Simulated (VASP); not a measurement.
Input of a VASP 6.6.1 run:

The input POSCAR:

```
Sb
1.0
    3.3545324186      0.0000000000      0.0000000000
   -1.6772662093      2.9051102923      0.0000000000
    0.0000000000      0.0000000000      5.4701606500
Sb
2
Direct
    0.6666666667      0.3333333333      0.7500000000
    0.3333333333      0.6666666667      0.2500000000
```

The input INCAR.step1:

```
SYSTEM = Sb
ALGO = Normal
EDIFF = 1E-5
ENCUT = 400
GGA = PE
GGA_COMPAT = .False.
ISIF = 2
ISMEAR = -1
LASPH = .True.
LREAL = .False.
LWAVE = .True.
NBANDS = 22
NELM = 120
PREC = Accurate
SIGMA = 0.05
```

INCAR.step2

```
SYSTEM = Sb
AEXX = 0.5
ALGO = Normal
EDIFF = 1E-6
ENCUT = 400
GGA = PE
GGA_COMPAT = .False.
HFSCREEN = 0.2
ISIF = 2
ISMEAR = -1
ISTART = 1
LASPH = .True.
LCHARG = .True.
LELF = .True.
LHFCALC = .True.
LREAL = .False.
LVHAR = .True.
LWAVE = .False.
NBANDS = 22
NELM = 120
PREC = Accurate
PRECFOCK = Normal
SIGMA = 0.05
```

Contents of KPOINTS:

```
k-points
0
Gamma
  5 5 3
  0 0 0
```

Potentials or basis: VASP PAW PBE potentials, release 64 (Sb_d_GW).

Command:

```bash
$ cat potpaw_PBE.64/Sb_d_GW/POTCAR > POTCAR
$ cp INCAR.step1 INCAR
$ mpirun -np 1 vasp_std > vasp.out
$ cp INCAR.step2 INCAR
$ mpirun -np 1 vasp_std > vasp.out
```

(1) Predict the band gap on the k mesh.

(2) Predict the pressure.

Results:

(1) zero (bands 15 and 16 overlap by 7.50 eV).

(2) -4.7 GPa.

Caveat: the k points lie up to 0.43 Å⁻¹ apart, too coarse for converged energies and pressures of a metal; the PAW data sets were made with another functional, which shifts forces and pressure a little; spin-orbit coupling is left out, which moves the levels of the heavy elements.
